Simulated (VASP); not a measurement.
Wanted: the native input for a VASP 6.6.1 run.

* Task: relaxation of shape and atoms at fixed volume
* Functional: PBE
* Potentials or basis: VASP PAW PBE potentials, release 64 (W_sv, C)
* Cutoff: 600 eV
* k mesh: 18 × 18 × 14
* Occupations: gaussian, width 0.1 eV
* Spin: no spin polarisation
* Dipole correction: no
* Further INCAR settings: ALGO = Normal; EDIFF = 1e-07; IBRION = 2; EDIFFG = -0.01; NSW = 50; ISIF = 4

The structure of WC lies in POSCAR:

```
WC
1.0
    2.9506083004      0.0000000000      0.0000000000
   -1.4753041502      2.5553017448      0.0000000000
    0.0000000000      0.0000000000      2.8752430703
W C
1 1
Direct
    0.0000000000      0.0000000000      0.0000000000
    0.6666666667      0.3333333333      0.5000000000
```

This cell differs from its parent crystal: volume scaled by 1.03.

One way to write it, as run:

INCAR

```
SYSTEM = WC
PREC     = Accurate       ! precision mode
ENCUT    = 600            ! plane-wave cutoff, eV
EDIFF    = 1E-7           ! SCF threshold, eV
ISMEAR   = 0              ! smearing method
SIGMA    = 0.1            ! smearing width, eV
LREAL    = .False.        ! projectors in reciprocal space
LASPH    = .True.         ! aspherical terms in the spheres
NELM     = 80             ! most SCF steps
ALGO     = Normal         ! electronic algorithm
ISIF     = 4              ! what is computed and relaxed
LWAVE    = .False.        ! write WAVECAR
LCHARG   = .False.        ! write CHGCAR
GGA      = PE             ! functional
IBRION   = 2              ! ionic algorithm
NSW      = 50             ! ionic steps
EDIFFG   = -0.01          ! ionic threshold
```

KPOINTS

```
Automatic mesh
0
Gamma
  18 18 14
  0 0 0
```

Potentials or basis: VASP PAW PBE potentials, release 64 (W_sv, C).

Command:

```sh
$ cat potpaw_PBE.64/W_sv/POTCAR potpaw_PBE.64/C/POTCAR > POTCAR
$ mpirun -np 1 vasp_std > vasp.out
```

It gave:

| Item | Value |
| --- | --- |
| Energy gained by relaxing | 0.1 meV/atom |
| Ionic steps | 3 |
| Pressure after relaxing | -9.7 GPa |
| Band gap on the k mesh | zero (band 9 reaches 11.10 eV, above the bottom of band 10 at 9.93 eV) |

Caveat: spin-orbit coupling is left out, which moves the levels of the heavy elements.

Wall time 51 s on 1 thread of Intel(R) Xeon(R) 6975P-C (Granite Rapids) (shared host), peak memory 0.23 GiB.
